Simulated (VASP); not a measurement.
# Ti (Fm-3m) in VASP: further runs

Ti is run at these levels: r2SCAN; tasks: single point.

All numbers are computed with VASP 6.6.1; they aren't measurements. Logs are shortened: lines on timing, memory, paths and dates and some standing lists are left out, and cuts for length are marked.

**1. The cell of the first run**

It takes space group Fm-3m (No. 225, cubic). The conventional cell has a = 3.938 Å, b = 3.938 Å, c = 3.938 Å, α = 90.00°, β = 90.00°, γ = 90.00°. Within 3.7 Å of Ti (site symmetry m-3m) lie 12 Ti at 2.78 Å.

**2. Single point, r2SCAN (strain -0.030 along x and y, -0.030 along z)**

Contents of POSCAR:

```
Ti
1.0
    0.0000000000      1.9691000000      1.9691000000
    1.9691000000      0.0000000000      1.9691000000
    1.9691000000      1.9691000000      0.0000000000
Ti
1
Direct
    0.0000000000      0.0000000000      0.0000000000
```

Contents of INCAR.step1:

```
SYSTEM = Ti
  ALGO = Normal
  EDIFF = 1E-4
  ENCUT = 520
  GGA = PE
  ISMEAR = 0
  LASPH = .True.
  LCHARG = .False.
  LREAL = .False.
  LWAVE = .True.
  NBANDS = 12
  NELM = 100
  PREC = Accurate
  SIGMA = 0.15
```

Contents of INCAR.step2:

```
SYSTEM = Ti
  ALGO = Normal
  EDIFF = 1E-6
  ENCUT = 520
  ISIF = 2
  ISMEAR = 0
  ISTART = 1
  LASPH = .True.
  LCHARG = .False.
  LMIXTAU = .True.
  LREAL = .False.
  LWAVE = .False.
  METAGGA = R2SCAN
  NBANDS = 12
  NELM = 100
  PREC = Accurate
  SIGMA = 0.15
```

Contents of KPOINTS:

```
k-points
0
Gamma
  20 20 20
  0 0 0
```

Potentials or basis: VASP PAW PBE potentials, release 64 (Ti_sv).

Command:

```
> cat potpaw_PBE.64/Ti_sv/POTCAR > POTCAR
> cp INCAR.step1 INCAR
> mpirun -np 1 vasp_std > vasp.out
> cp INCAR.step2 INCAR
> mpirun -np 1 vasp_std > vasp.out
```

OUTCAR:

```text
SYSTEM = Ti
   EDIFF = 1E-6
   ENCUT = 520
   ISIF = 2
   ISMEAR = 0
   ISTART = 1
   LASPH = .True.
   LREAL = .False.
   METAGGA = R2SCAN
   NELM = 100
   PREC = Accurate

 ion  position               nearest neighbor table
   1  0.000  0.000  0.000-

  LATTYP: Found a face centered cubic cell.
 ALAT       =     3.9382000000

  Lattice vectors:

 A1 = (   0.0000000000,   1.9691000000,   1.9691000000)
 A2 = (   1.9691000000,   0.0000000000,   1.9691000000)
 A3 = (   1.9691000000,   1.9691000000,   0.0000000000)

Analysis of symmetry for initial positions (statically):
=====================================================================
 Subroutine PRICEL returns:
 Original cell was already a primitive cell.

 Routine SETGRP: Setting up the symmetry group for a
 face centered cubic supercell.

 Subroutine GETGRP returns: Found 48 space group operations
 (whereof 48 operations were pure point group operations)
 out of a pool of 48 trial point group operations.

The static configuration has the point symmetry O_h .

Analysis of symmetry for dynamics (positions and initial velocities):
=====================================================================
 Subroutine PRICEL returns:
 Original cell was already a primitive cell.

 Routine SETGRP: Setting up the symmetry group for a
 face centered cubic supercell.

 Subroutine GETGRP returns: Found 48 space group operations
 (whereof 48 operations were pure point group operations)
 out of a pool of 48 trial point group operations.

The dynamic configuration has the point symmetry O_h .

 Subroutine INISYM returns: Found 48 space group operations
 (whereof 48 operations are pure point group operations),
 and found     1 'primitive' translations

----------------------------------------------------------------------------------------

                                     Primitive cell

  volume of cell :      15.2698

  direct lattice vectors                    reciprocal lattice vectors
     0.000000000  1.969100000  1.969100000    -0.253923112  0.253923112  0.253923112
     1.969100000  0.000000000  1.969100000     0.253923112 -0.253923112  0.253923112
     1.969100000  1.969100000  0.000000000     0.253923112  0.253923112 -0.253923112

  length of vectors
     2.784727926  2.784727926  2.784727926     0.439807731  0.439807731  0.439807731

  position of ions in fractional coordinates (direct lattice)
     0.000000000  0.000000000  0.000000000

  ion indices of the primitive-cell ions
   primitive index   ion index
                 1           1

----------------------------------------------------------------------------------------

 KPOINTS: k-points

Automatic generation of k-mesh.
 Grid dimensions read from file:
 generate k-points for:   20   20   20

 Generating k-lattice:

  Cartesian coordinates                     Fractional coordinates (reciprocal lattice)
    -0.012696156  0.012696156  0.012696156     0.050000000  0.000000000  0.000000000
     0.012696156 -0.012696156  0.012696156     0.000000000  0.050000000  0.000000000
     0.012696156  0.012696156 -0.012696156     0.000000000  0.000000000  0.050000000

  Length of vectors
     0.021990387  0.021990387  0.021990387

  Shift w.r.t. Gamma in fractional coordinates (k-lattice)
     0.000000000  0.000000000  0.000000000

 Subroutine IBZKPT returns following result:
 ===========================================

 Found    256 irreducible k-points:

 Following reciprocal coordinates:
            Coordinates               Weight
  0.000000  0.000000  0.000000      1.000000
  0.050000  0.000000  0.000000      8.000000
  0.100000  0.000000  0.000000      8.000000
  0.150000  0.000000  0.000000      8.000000
  0.200000  0.000000  0.000000      8.000000
  0.250000  0.000000  0.000000      8.000000
[... 16 lines left out ...]
 -0.400000  0.050000  0.000000     24.000000
 -0.350000  0.050000  0.000000     24.000000
 [... further k-points ...]
   k-points           NKPTS =    256   k-points in BZ     NKDIM =    256   number of bands    NBANDS=     12
   number of dos      NEDOS =    301   number of ions     NIONS =      1
   total plane-waves  NPLWV =  13824
   dimension x,y,z NGX =    24 NGY =   24 NGZ =   24
   dimension x,y,z NGXF=    48 NGYF=   48 NGZF=   48
   ions per type =               1
   NGX,Y,Z   is equivalent  to a cutoff of  14.33, 14.33, 14.33 a.u.
   NGXF,Y,Z  is equivalent  to a cutoff of  28.66, 28.66, 28.66 a.u.
 SYSTEM =  Ti
   PREC   = accura    normal or accurate (medium, high low for compatibility)
   ISTART =      1    job   : 0-new  1-cont  2-samecut
   ICHARG =      0    charge: 1-file 2-atom 10-const
   ISPIN  =      1    spin polarized calculation?
   LNONCOLLINEAR =      F non collinear calculations
   LSORBIT =      F    spin-orbit coupling
   LASPH  =      T    aspherical Exc in radial PAW
   ENCUT  =  520.0 eV  38.22 Ry    6.18 a.u.   5.18  5.18  5.18*2*pi/ulx,y,z
   NELM   =    100;   NELMIN=  2; NELMDL=  0     # of ELM steps
   EDIFF  = 0.1E-05   stopping-criterion for ELM
   LREAL  =      F    real-space projection
   EDIFFG = 0.1E-04   stopping-criterion for IOM
   NSW    =      0    number of steps for IOM
   IBRION =     -1    ionic relax: 0-MD 1-quasi-New 2-CG
   NFREE  =      0    steps in history (QN), initial steepest desc. (CG)
   ISIF   =      2    stress and relaxation
   ISYM   =      2    0-nonsym 1-usesym 2-fastsym
   POTIM  = 0.5000    time-step for ionic-motion
   TEBEG  =    0.0;   TEEND  =   0.0 temperature during run
   PSTRESS=    0.0 pullay stress
   NELECT =      12.0000    total number of electrons
   NUPDOWN=      -1.0000    fix difference up-down
   EMIN   =  10.00;   EMAX   =-10.00  energy-range for DOS
   EFERMI =   0.00;   METHOD = LEGACY
   ISMEAR =     0;   SIGMA  =   0.15  broadening in eV -4-tet -1-fermi 0-gaus
   EFERMI_NEDOS =   21; number of points for ismear=-14 and -15
   IALGO  =     38    algorithm
   IMIX   =      4    mixing-type and parameters
     AMIX     =   0.40;   BMIX     =  1.00
     AMIX_MAG =   1.60;   BMIX_MAG =  1.00
  volume/ion in A,a.u.               =      15.27       103.05
  Fermi-wavevector in a.u.,A,eV,Ry     =   1.510744  2.854892 31.053212  2.282347
  Thomas-Fermi vector in A             =   2.620893
   LORBIT       =      0    0 simple, 1 ext, 2 COOP (PROOUT), +10 PAW based schemes
   METAGGA = R2SCAN    functional components
   LHFCALC =     F    Hartree Fock is set to
   AEXX    =    0.0000 exact exchange contribution
   IVDW    =     0    specifies the selected vdW correction
   LEPSILON=     F    determine dielectric tensor
   LRPA    =     F    only Hartree local field effects (RPA)
 non-spin polarized calculation
 Gauss-broadening in eV      SIGMA  =   0.15
  energy-cutoff  :      520.00
  volume of cell :       15.27
 maximum number of plane-waves:       424
 NGX is ok and might be reduce to    24
   NGX = 11   NGY = 11   NGZ = 11

 number of electron      12.0000000 magnetization

 Free energy of the ion-electron system (eV)
  ---------------------------------------------------
  ext. energy  EPLUGINS =         0.00000000
  ---------------------------------------------------
  free energy    TOTEN  =       -12.77547167 eV

  energy without entropy =      -12.76026962  energy(sigma->0) =      -12.76787065

 E-fermi :   9.6976     XC(G=0): -13.0871

 val. band max:        9.6831757352   @ k =   0.2000   0.1500   0.0000
 cond. band min:       9.6992762214   @ k =  -0.4000   0.3000   0.1500
 fundamental gap:      0.0161004862
 Fermi energy:         9.6975999163

 k-point     1 :       0.0000    0.0000    0.0000
  band No.  band energies     occupation
      1     -49.1225      2.00000
      2     -23.7428      2.00000
      3     -23.7428      2.00000
      4     -23.7428      2.00000
      5       2.9675      2.00000
      6      10.7764      0.00000
      7      10.7764      0.00000
      8      10.7764      0.00000
      9      12.8944      0.00000
     10      12.8944      0.00000
     11      26.1695      0.00000
     12      31.7453      0.00000

 k-point     2 :       0.0500    0.0000    0.0000
  band No.  band energies     occupation
      1     -49.1173      2.00000
      2     -23.7698      2.00000
      3     -23.7460      2.00000
      4     -23.7460      2.00000
      5       3.0629      2.00000
      6      10.7094      0.00000
      7      10.8127      0.00000
      8      10.8127      0.00000
      9      12.8680      0.00000
     10      12.8681      0.00000
     11      26.2761      0.00000
     12      30.9732      0.00000

 k-point     3 :       0.1000    0.0000    0.0000
  band No.  band energies     occupation
      1     -49.1022      2.00000
      2     -23.8479      2.00000
      3     -23.7552      2.00000
      4     -23.7552      2.00000
      5       3.3427      2.00000
      6      10.5245      0.00000
      7      10.9106      0.00000
      8      10.9106      0.00000
      9      12.8037      0.00000
     10      12.8037      0.00000
     11      26.5403      0.00000
     12      29.5043      0.00000

 k-point     4 :       0.1500    0.0000    0.0000
  band No.  band energies     occupation
      1     -49.0787      2.00000
      2     -23.9683      2.00000
      3     -23.7696      2.00000
      4     -23.7696      2.00000
      5       3.7875      2.00000
      6      10.2645      0.00000
      7      11.0333      0.00000
      8      11.0333      0.00000
      9      12.7469      0.00000
     10      12.7470      0.00000
     11      26.7257      0.00000
     12      28.0697      0.00000

 k-point     5 :       0.2000    0.0000    0.0000
  band No.  band energies     occupation
      1     -49.0489      2.00000
      2     -24.1181      2.00000
      3     -23.7877      2.00000
      4     -23.7877      2.00000
      5       4.3623      2.00000
      6       9.9880      0.00619
      7      11.1167      0.00000
      8      11.1168      0.00000
      9      12.7705      0.00000
     10      12.7705      0.00000
     11      25.9939      0.00000
     12      27.4489      0.00000
[... 228 lines left out ...]
      1     -48.9051      2.00000
      2     -24.7843      2.00000
      3     -23.8879      2.00000
      4     -23.8773      2.00000
      5       6.7431      2.00000
      6      10.2595      0.00000
      7      10.7246      0.00000
      8      10.7283      0.00000
      9      14.1457      0.00000
     10      14.2758      0.00000
     11      19.7940      0.00000
     12      25.5371      0.00000

 k-point    22 :      -0.4500    0.0500    0.0000
  band No.  band energies     occupation
      1     -48.9069      2.00000
      2     -24.7761      2.00000
      3     -23.8915      2.00000
      4     -23.8716      2.00000
      5       6.7307      2.00000
      6      10.2465      0.00000
      7      10.7127      0.00000
      8      10.7259      0.00000
      9      14.0410      0.00000
     10      14.3210      0.00000
     11      19.8959      0.00000
     12      25.5673      0.00000

 k-point    23 :      -0.4000    0.0500    0.0000
  band No.  band energies     occupation
      1     -48.9191      2.00000
      2     -24.7206      2.00000
      3     -23.8883      2.00000
      4     -23.8602      2.00000
      5       6.6248      2.00000
      6      10.0557      0.00074
      7      10.6965      0.00000
      8      10.7824      0.00000
      9      13.7985      0.00000
     10      14.1950      0.00000
     11      20.5478      0.00000
     12      25.7903      0.00000

 k-point    24 :      -0.3500    0.0500    0.0000
  band No.  band energies     occupation
      1     -48.9405      2.00000
      2     -24.6226      2.00000
      3     -23.8788      2.00000
      4     -23.8441      2.00000
      5       6.3665      2.00000
      6       9.7752      0.46431
      7      10.7775      0.00000
      8      10.8867      0.00000
      9      13.4607      0.00000
     10      13.9427      0.00000
     11      21.5836      0.00000
     12      26.1760      0.00000

 [... further k-points ...]

------------------------ aborting loop because EDIFF is reached ----------------------------------------

  FORCE on cell =-STRESS in cart. coord.  units (eV):
  Direction    XX          YY          ZZ          XY          YZ          ZX
  --------------------------------------------------------------------------------------
  -------------------------------------------------------------------------------------
  Total        1.7259952      1.7259952      1.7259952      0.0000000      0.0000000      0.0000000
  in kB      181.0993374    181.0993374    181.0993374      0.0000000      0.0000000      0.0000000
  external PRESSURE =     181.0993374 kB  Pullay stress =       0.0000000 kB

 VOLUME and BASIS-vectors are now :
 -----------------------------------------------------------------------------
  energy-cutoff  :      520.00
  volume of cell :       15.27
      direct lattice vectors                 reciprocal lattice vectors
     0.000000000  1.969100000  1.969100000    -0.253923112  0.253923112  0.253923112
     1.969100000  0.000000000  1.969100000     0.253923112 -0.253923112  0.253923112
     1.969100000  1.969100000  0.000000000     0.253923112  0.253923112 -0.253923112

 POSITION                                       TOTAL-FORCE (eV/Angst)
 -----------------------------------------------------------------------------------
      0.00000      0.00000      0.00000         0.000000     -0.000000     -0.000000
 -----------------------------------------------------------------------------------
    total drift:                                0.000000      0.000000     -0.000000

  FREE ENERGIE OF THE ION-ELECTRON SYSTEM (eV)
  ---------------------------------------------------
  free  energy   TOTEN  =       -12.7754716741 eV

  energy  without entropy=      -12.7602696207  energy(sigma->0) =      -12.76787065
```

Wall time 1.8 min (1 thread of Intel Xeon Platinum 8488C (Sapphire Rapids), shared host); peak memory 0.18 GiB.

Results:

```
Free energy            : -12.7755 eV
Pressure               : 18.1 GPa
Band gap on the k mesh : zero (band 6 reaches 10.78 eV, above the bottom of band 7 at 9.23 eV)
```

Levels at points of the mesh, in eV from the Fermi level:
| k point | band 2 | band 3 | band 4 | band 5 | band 6 | band 7 | band 8 | band 9 | band 10 | band 11 |
| --- | --- | --- | --- | --- | --- | --- | --- | --- | --- | --- |
| (0.00, 0.00, 0.00) | -33.44 | -33.44 | -33.44 | -6.73 | 1.08 | 1.08 | 1.08 | 3.20 | 3.20 | 16.47 |
| (0.50, 0.00, 0.00) | -34.49 | -33.57 | -33.57 | -3.02 | 0.84 | 0.96 | 0.96 | 4.44 | 4.44 | 10.08 |
| (0.50, 0.50, 0.00) | -34.42 | -33.80 | -33.80 | -3.18 | -2.19 | 3.51 | 4.50 | 4.74 | 4.74 | 12.65 |

Caveat: the cell differs from its parent crystal (strain -0.030 along x and y, -0.030 along z); the PAW data sets were made with another functional, which shifts forces and pressure a little.

[end of part 1 of 2]
